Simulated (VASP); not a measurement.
GaN:

```xyz
2
Lattice="0.0000 2.2490 2.2490 2.2490 0.0000 2.2490 2.2490 2.2490 0.0000" Properties=species:S:1:pos:R:3 pbc="T T T"
Ga    0.0000    0.0000    0.0000
N     3.3734    3.3734    3.3734
```

Program: VASP 6.6.1. Alike in all runs: task single point; potentials or basis VASP PAW PBE potentials, release 64 (Ga_d, N); no spin polarisation; cell as given; cutoff (eV) 520; smearing gaussian 0.01 eV.

Task: Order these runs on this cell by their band gap on the k mesh, lowest first.
A. level HSE06; k mesh 6 × 6 × 6; grid for exact exchange (PRECFOCK) Normal; share of exact exchange 0.25; screening parameter 0.2079 1/Å
B. level r2SCAN; k mesh 6 × 6 × 6
C. level PBE; k mesh 8 × 8 × 8

Result: C (1.76 eV), B (2.16 eV), A (3.02 eV).
